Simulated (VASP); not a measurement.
A run of VASP 6.6.1 is set up as follows.

INCAR

```
ALGO = Fast
EDIFF = 1E-6
ENCUT = 520
GGA = PS
ISIF = 2
ISMEAR = 0
LASPH = True
LCHARG = False
LREAL = False
LWAVE = False
NBANDS = 36
NELM = 80
PREC = Accurate
SIGMA = 0.15
```

KPOINTS

```
k-points
0
Gamma
  10 10 6
```

Contents of POSCAR:

```
Ti3Al5
1.0
    3.8832951200      0.1456235670      0.0000000000
    0.1456235670      3.8832951200      0.0000000000
    0.0000000000      0.0000000000      8.2968849545
Ti Al
3 5
Direct
    0.0000000000      0.0000000000      0.5000000000
    0.5000000000      0.5000000000      0.0000000000
    0.5000000000      0.5000000000      0.5000000000
    0.0000000000      0.5000000000      0.2523516175
    0.0000000000      0.5000000000      0.7476483825
    0.5000000000      0.0000000000      0.2523516175
    0.5000000000      0.0000000000      0.7476483825
    0.0000000000      0.0000000000      0.0000000000
```

Potentials or basis: VASP PAW PBE potentials, release 64 (Ti_sv, Al).

Command:

```sh
$ cat potpaw_PBE.64/Ti_sv/POTCAR potpaw_PBE.64/Al/POTCAR > POTCAR
$ mpirun -np 1 vasp_std > vasp.out
```

Problem. What does it give for the band gap on the k mesh?

Solution. Zero (an odd number of electrons rules out a gap without spin polarisation).

Problem. What does it give for the largest force?

Solution. 0.013 eV/Å.

Problem. Estimate the pressure.

Solution. 0.8 GPa.

Stress tensor (GPa, compression positive):
```
 1.28 -7.64  0.00
-7.64  1.28  0.00
 0.00  0.00 -0.18
```

Caveat: the cell differs from its parent crystal (strain +0.0750 x Voigt [0, 0, 0, 0, 0, 1]); the PAW data sets were made with another functional, which shifts forces and pressure a little.
